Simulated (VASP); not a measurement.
# Mg3GePd (Pm-3m) in VASP: notebook, part 2 of 2

VASP 6.6.1. Earlier steps stand in the parts before.

### 3 Relaxation of cell and atoms, PBE

Contents of INCAR:

```
ALGO = Normal ; EDIFF = 1E-6
EDIFFG = -0.01 ; ENCUT = 600
GGA = PE ; IBRION = 2
ISIF = 3 ; ISMEAR = 0
LASPH = True ; LCHARG = False
LREAL = False ; LWAVE = False
NELM = 60 ; NSW = 100
PREC = Accurate ; SIGMA = 0.1
```

Contents of KPOINTS:

```
k-points
0
Gamma
  8 8 8
```

Contents of POSCAR:

```
Mg3GePd
1.0
    4.9334708581      0.0000000000      0.0000000000
    0.0000000000      4.9334708581      0.0000000000
    0.0000000000      0.0000000000      4.9334708581
Mg Ge Pd
3 1 1
Direct
    0.0000000000      0.5000000000      0.5000000000
    0.5000000000      0.0000000000      0.5000000000
    0.5000000000      0.5000000000      0.0000000000
    0.0000000000      0.0000000000      0.0000000000
    0.5000000000      0.5000000000      0.5000000000
```

Potentials or basis: VASP PAW PBE potentials, release 64 (Mg, Ge_d, Pd).

Started as:

```sh
$ cat potpaw_PBE.64/Mg/POTCAR potpaw_PBE.64/Ge_d/POTCAR potpaw_PBE.64/Pd/POTCAR > POTCAR
$ mpirun -np 1 vasp_std > vasp.out
```

OUTCAR:

```text
EDIFF = 1E-6
   EDIFFG = -0.01
   ENCUT = 600
   GGA = PE
   IBRION = 2
   ISIF = 3
   ISMEAR = 0
   LASPH = True
   LREAL = False
   NELM = 60
   NSW = 100
   PREC = Accurate

 ion  position               nearest neighbor table
   1  0.000  0.500  0.500-   5 2.47   5 2.47   2 3.49   3 3.49   2 3.49   2 3.49   3 3.49   3 3.49
                             3 3.49   2 3.49
   2  0.500  0.000  0.500-   5 2.47   5 2.47   1 3.49   3 3.49   1 3.49   3 3.49   3 3.49   3 3.49
                             1 3.49   1 3.49
   3  0.500  0.500  0.000-   5 2.47   5 2.47   1 3.49   1 3.49   2 3.49   2 3.49   2 3.49   2 3.49
                             1 3.49   1 3.49
   4  0.000  0.000  0.000-
   5  0.500  0.500  0.500-   1 2.47   2 2.47   3 2.47   3 2.47   2 2.47   1 2.47

  LATTYP: Found a simple cubic cell.
 ALAT       =     4.9334708581

  Lattice vectors:

 A1 = (   4.9334708581,   0.0000000000,   0.0000000000)
 A2 = (   0.0000000000,   4.9334708581,   0.0000000000)
 A3 = (   0.0000000000,   0.0000000000,   4.9334708581)

Analysis of symmetry for initial positions (statically):
=====================================================================
 Subroutine PRICEL returns:
 Original cell was already a primitive cell.

 Routine SETGRP: Setting up the symmetry group for a
 simple cubic supercell.

 Subroutine GETGRP returns: Found 48 space group operations
 (whereof 48 operations were pure point group operations)
 out of a pool of 48 trial point group operations.

The static configuration has the point symmetry O_h .

Analysis of symmetry for dynamics (positions and initial velocities):
=====================================================================
 Subroutine PRICEL returns:
 Original cell was already a primitive cell.

 Routine SETGRP: Setting up the symmetry group for a
 simple cubic supercell.

 Subroutine GETGRP returns: Found 48 space group operations
 (whereof 48 operations were pure point group operations)
 out of a pool of 48 trial point group operations.

The dynamic configuration has the point symmetry O_h .

 Subroutine INISYM returns: Found 48 space group operations
 (whereof 48 operations are pure point group operations),
 and found     1 'primitive' translations

----------------------------------------------------------------------------------------

                                     Primitive cell

  volume of cell :     120.0764

  direct lattice vectors                    reciprocal lattice vectors
     4.933470858  0.000000000  0.000000000     0.202697052  0.000000000  0.000000000
     0.000000000  4.933470858  0.000000000     0.000000000  0.202697052  0.000000000
     0.000000000  0.000000000  4.933470858     0.000000000  0.000000000  0.202697052

  length of vectors
     4.933470858  4.933470858  4.933470858     0.202697052  0.202697052  0.202697052

  position of ions in fractional coordinates (direct lattice)
     0.000000000  0.500000000  0.500000000
     0.500000000  0.000000000  0.500000000
     0.500000000  0.500000000  0.000000000
     0.000000000  0.000000000  0.000000000
     0.500000000  0.500000000  0.500000000

  ion indices of the primitive-cell ions
   primitive index   ion index
[... 35 lines left out ...]
  0.125000  0.000000  0.000000      6.000000
  0.250000  0.000000  0.000000      6.000000
  0.375000  0.000000  0.000000      6.000000
  0.500000  0.000000  0.000000      3.000000
  0.125000  0.125000  0.000000     12.000000
[... 16 lines left out ...]
  0.375000  0.375000  0.125000     24.000000
  0.500000  0.375000  0.125000     24.000000
 [... further k-points ...]
   k-points           NKPTS =     35   k-points in BZ     NKDIM =     35   number of bands    NBANDS=     19
   number of dos      NEDOS =    301   number of ions     NIONS =      5
   total plane-waves  NPLWV =  64000
   dimension x,y,z NGX =    40 NGY =   40 NGZ =   40
   dimension x,y,z NGXF=    80 NGYF=   80 NGZF=   80
   ions per type =               3   1   1
   NGX,Y,Z   is equivalent  to a cutoff of  13.48, 13.48, 13.48 a.u.
   NGXF,Y,Z  is equivalent  to a cutoff of  26.96, 26.96, 26.96 a.u.
 SYSTEM =  unknown system
   PREC   = accura    normal or accurate (medium, high low for compatibility)
   ISTART =      0    job   : 0-new  1-cont  2-samecut
   ICHARG =      2    charge: 1-file 2-atom 10-const
   ISPIN  =      1    spin polarized calculation?
   LNONCOLLINEAR =      F non collinear calculations
   LSORBIT =      F    spin-orbit coupling
   LASPH  =      T    aspherical Exc in radial PAW
   ENCUT  =  600.0 eV  44.10 Ry    6.64 a.u.   9.85  9.85  9.85*2*pi/ulx,y,z
   NELM   =     60;   NELMIN=  2; NELMDL= -5     # of ELM steps
   EDIFF  = 0.1E-05   stopping-criterion for ELM
   LREAL  =      F    real-space projection
   EDIFFG = -.1E-01   stopping-criterion for IOM
   NSW    =    100    number of steps for IOM
   IBRION =      2    ionic relax: 0-MD 1-quasi-New 2-CG
   NFREE  =      1    steps in history (QN), initial steepest desc. (CG)
   ISIF   =      3    stress and relaxation
   ISYM   =      2    0-nonsym 1-usesym 2-fastsym
   POTIM  = 0.5000    time-step for ionic-motion
   TEBEG  =    0.0;   TEEND  =   0.0 temperature during run
   PSTRESS=    0.0 pullay stress
   NELECT =      30.0000    total number of electrons
   NUPDOWN=      -1.0000    fix difference up-down
   EMIN   =  10.00;   EMAX   =-10.00  energy-range for DOS
   EFERMI =   0.00;   METHOD = LEGACY
   ISMEAR =     0;   SIGMA  =   0.10  broadening in eV -4-tet -1-fermi 0-gaus
   EFERMI_NEDOS =   21; number of points for ismear=-14 and -15
   IALGO  =     38    algorithm
   IMIX   =      4    mixing-type and parameters
     AMIX     =   0.40;   BMIX     =  1.00
     AMIX_MAG =   1.60;   BMIX_MAG =  1.00
  volume/ion in A,a.u.               =      24.02       162.06
  Fermi-wavevector in a.u.,A,eV,Ry     =   1.031089  1.948475 14.464950  1.063144
  Thomas-Fermi vector in A             =   2.165219
   LORBIT       =      0    0 simple, 1 ext, 2 COOP (PROOUT), +10 PAW based schemes
   GGA     = PE    functional components
   LHFCALC =     F    Hartree Fock is set to
   AEXX    =    0.0000 exact exchange contribution
   IVDW    =     0    specifies the selected vdW correction
   LEPSILON=     F    determine dielectric tensor
   LRPA    =     F    only Hartree local field effects (RPA)
 conjugate gradient relaxation of ions
 non-spin polarized calculation
 Gauss-broadening in eV      SIGMA  =   0.10
  energy-cutoff  :      600.00
  volume of cell :      120.08
 maximum number of plane-waves:      4032
 NGX is ok and might be reduce to    40
   NGX = 19   NGY = 19   NGZ = 19

 number of electron      30.0000005 magnetization

 Free energy of the ion-electron system (eV)
  ---------------------------------------------------
  ext. energy  EPLUGINS =         0.00000000
  ---------------------------------------------------
  free energy    TOTEN  =       -14.20482436 eV

  energy without entropy =      -14.19696640  energy(sigma->0) =      -14.20089538

 E-fermi :   3.0035     XC(G=0):  -8.9492

 val. band max:        2.9121043336   @ k =   0.5000   0.5000   0.1250
 cond. band min:       3.0173690906   @ k =   0.5000   0.3750   0.3750
 fundamental gap:      0.1052647570
 Fermi energy:         3.0035106993

 k-point     1 :       0.0000    0.0000    0.0000
  band No.  band energies     occupation
      1     -21.5451      2.00000
      2     -21.5451      2.00000
      3     -21.5446      2.00000
      4     -21.5446      2.00000
      5     -21.5446      2.00000
      6      -5.2931      2.00000
[... 505 lines left out ...]
      6      -4.5669      2.00000
[... 11 lines left out ...]
     18       5.0660      0.00000
     19       6.0333      0.00000

 [... further k-points ...]

------------------------ aborting loop because EDIFF is reached ----------------------------------------

  FORCE on cell =-STRESS in cart. coord.  units (eV):
  Direction    XX          YY          ZZ          XY          YZ          ZX
  --------------------------------------------------------------------------------------
  -------------------------------------------------------------------------------------
  Total       -0.0400419     -0.0400419     -0.0400419      0.0000000      0.0000000     -0.0000000
  in kB       -0.5342780     -0.5342780     -0.5342780      0.0000000      0.0000000     -0.0000000
  external PRESSURE =      -0.5342780 kB  Pullay stress =       0.0000000 kB

 VOLUME and BASIS-vectors are now :
 -----------------------------------------------------------------------------
  energy-cutoff  :      600.00
  volume of cell :      120.08
      direct lattice vectors                 reciprocal lattice vectors
     4.933470858  0.000000000  0.000000000     0.202697052  0.000000000  0.000000000
     0.000000000  4.933470858  0.000000000     0.000000000  0.202697052  0.000000000
     0.000000000  0.000000000  4.933470858     0.000000000  0.000000000  0.202697052

 POSITION                                       TOTAL-FORCE (eV/Angst)
 -----------------------------------------------------------------------------------
      0.00000      2.46674      2.46674         0.000000      0.000000      0.000000
      2.46674      0.00000      2.46674         0.000000      0.000000      0.000000
      2.46674      2.46674      0.00000         0.000000      0.000000      0.000000
      0.00000      0.00000      0.00000         0.000000      0.000000      0.000000
      2.46674      2.46674      2.46674         0.000000      0.000000      0.000000
 -----------------------------------------------------------------------------------
    total drift:                               -0.000000      0.000000     -0.000000

  FREE ENERGIE OF THE ION-ELECTRON SYSTEM (eV)
  ---------------------------------------------------
  free  energy   TOTEN  =       -14.2048243575 eV

  energy  without entropy=      -14.1969663956  energy(sigma->0) =      -14.20089538

 reached required accuracy - stopping structural energy minimisation
```

CONTCAR:

```text
Mg3GePd
   1.00000000000000
     4.9334708580999997    0.0000000000000000    0.0000000000000000
     0.0000000000000000    4.9334708580999997    0.0000000000000000
     0.0000000000000000    0.0000000000000000    4.9334708580999997
  Mg              Ge              Pd
     3     1     1
Direct
     0.0000000000000000    0.5000000000000000    0.5000000000000000
     0.5000000000000000    0.0000000000000000    0.5000000000000000
     0.5000000000000000    0.5000000000000000    0.0000000000000000
     0.0000000000000000    0.0000000000000000    0.0000000000000000
     0.5000000000000000    0.5000000000000000    0.5000000000000000

  0.00000000E+00  0.00000000E+00  0.00000000E+00
  0.00000000E+00  0.00000000E+00  0.00000000E+00
  0.00000000E+00  0.00000000E+00  0.00000000E+00
  0.00000000E+00  0.00000000E+00  0.00000000E+00
  0.00000000E+00  0.00000000E+00  0.00000000E+00
```

Wall time 1.8 min (1 thread of AMD EPYC 7R13, shared host); peak memory 0.32 GiB.

What came out:

| Quantity | Value |
| --- | --- |
| Free energy | -14.2048 eV |
| Pressure after relaxing | -0.1 GPa |
| Band gap on the k mesh | zero (bands 15 and 16 overlap by 1.42 eV) |

Final structure:
```
Mg Ge Pd
1.0
     4.93347    0.00000    0.00000
     0.00000    4.93347    0.00000
     0.00000    0.00000    4.93347
Mg Ge Pd
3 1 1
Cartesian
  0.0000 2.4667 2.4667
  2.4667 0.0000 2.4667
  2.4667 2.4667 0.0000
  0.0000 0.0000 0.0000
  2.4667 2.4667 2.4667
```

Caveat: the relaxation stopped at its first step, so nothing moved.

The gap in the log of VASP goes by the Fermi energy; the results here count the filled bands.